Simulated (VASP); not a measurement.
A run of VASP 6.6.1 is set up as follows.

INCAR

```
SYSTEM = ZrTl3B2
  PREC = Accurate
  ENCUT = 600
  EDIFF = 1E-6
  ISMEAR = 1
  SIGMA = 0.025
  LREAL = .False.
  LASPH = .True.
  NELM = 150
  ALGO = Normal
  ISIF = 3
  LWAVE = .False.
  LCHARG = .False.
  LMAXMIX = 4
  LDAU = .True.
  LDAUTYPE = 2
  LDAUL = -1 -1 2
  LDAUU = 0 0 4
  LDAUJ = 0 0 0
  LDAUPRINT = 1
  GGA = PE
  IBRION = 2
  NSW = 60
  EDIFFG = -0.01
```

Contents of KPOINTS:

```
Automatic mesh
0
Gamma
  4 4 5
  0 0 0
```

File POSCAR:

```
ZrTl3B2
1.0
    2.9427170000      5.0969330000      0.0000000000
   -2.9427170000      5.0969330000      0.0000000000
    0.0000000000      0.0000000000      3.6917730000
B Tl Zr
2 3 1
Direct
    0.3333000000      0.3334000000      0.0000000000
    0.6666000000      0.6667000000      0.0000000000
    0.5000000000      0.5000000000      0.5000000000
    0.5000000000      0.0000000000      0.5000000000
    0.0000000000      0.5000000000      0.5000000000
    0.0000000000      0.0000000000      0.0000000000
```

Potentials or basis: VASP PAW PBE potentials, release 64 (B, Tl_d, Zr_sv).

The run is started by

```sh
$ cat potpaw_PBE.64/B/POTCAR potpaw_PBE.64/Tl_d/POTCAR potpaw_PBE.64/Zr_sv/POTCAR > POTCAR
$ mpirun -np 1 vasp_std > vasp.out
```

Problem. Predict the space group after relaxing (to 0.1 Å).

Solution. P6/mmm (No. 191).

Problem. Estimate the band gap on the k mesh.

Solution. Zero (an odd number of electrons rules out a gap without spin polarisation).

Problem. Estimate the relaxed volume.

Solution. 20.85 Å³/atom.

Step by step:
```tsv
step	energy change (eV)	largest force (eV/Å)	pressure (GPa)	volume (Å³)
1	0.0000	0.0009	10.25	110.74
2	-0.4789	0.0008	-2.07	130.71
3	-0.4971	0.0008	-0.68	126.90
4	-0.5661	0.0009	-0.89	126.51
5	-0.5936	0.0009	-0.47	126.12
6	-0.5944	0.0009	-0.37	126.03
7	-0.5944	0.0009	-0.39	126.05
8	-0.5956	0.0009	0.06	125.00
9	-0.5956	0.0009	0.00	125.13
```

Caveat: spin-orbit coupling is left out, which moves the levels of the heavy elements; U without spin polarisation on a metal has little footing; the U is typed as a test and isn't derived for this compound.
